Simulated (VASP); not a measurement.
Wanted: the native input for a VASP 6.6.1 run.

* Task: single point
* Functional: PBE
* Potentials or basis: VASP PAW PBE potentials, release 64 (Co_sv, O)
* Cutoff: 700 eV
* k mesh: 12 × 12 × 12
* Occupations: gaussian, width 0.02 eV
* Spin: no spin polarisation
* Hubbard terms: Co d U = 3.32 eV
* Dipole correction: no
* Further INCAR settings: ALGO = Normal; EDIFF = 1e-06; NBANDS = 18

The structure of CoO lies in POSCAR:

```
CoO
1.0
   -1.4666640986      1.4666640986      2.0494877602
    1.4666640986     -1.4666640986      2.0494877602
    1.4666640986      1.4666640986     -2.0494877602
Co O
1 1
Direct
    0.0000000000      0.0000000000      0.0000000000
    0.5000000000      0.5000000000      0.0000000000
```

The input as run:

INCAR

```
SYSTEM = CoO
  PREC = Accurate
  ENCUT = 700
  EDIFF = 1E-6
  ISMEAR = 0
  SIGMA = 0.02
  LREAL = .False.
  LASPH = .True.
  NELM = 200
  ALGO = Normal
  ISIF = 2
  LWAVE = .False.
  LCHARG = .True.
  LMAXMIX = 4
  LDAU = .True.
  LDAUTYPE = 2
  LDAUL = 2 -1
  LDAUU = 3.32 0
  LDAUJ = 0 0
  LDAUPRINT = 1
  GGA = PE
  LELF = .True.
  LVHAR = .True.
  NBANDS = 18
  GGA_COMPAT = .False.
```

KPOINTS

```
regular mesh
0
Gamma
  12 12 12
  0 0 0
```

Potentials or basis: VASP PAW PBE potentials, release 64 (Co_sv, O).

Launch:

```sh
$ cat potpaw_PBE.64/Co_sv/POTCAR potpaw_PBE.64/O/POTCAR > POTCAR
$ mpirun -np 1 vasp_std > vasp.out
```

It gave:

```json
{"Pressure": "-4.6 GPa", "Band gap on the k mesh": "zero (an odd number of electrons rules out a gap without spin polarisation)"}
```

Caveat: the cell stands under tension; an odd number of electrons without spin polarisation forces a metal; a magnetic or distorted state may lie lower; the run has no spin polarisation, though such a crystal can be magnetic; U without spin polarisation on a metal has little footing.

Run time: 2.3 min on 1 thread of AMD EPYC 7R43 64-Core Processor (Zen 3), on a shared host, peak memory 0.18 GiB.
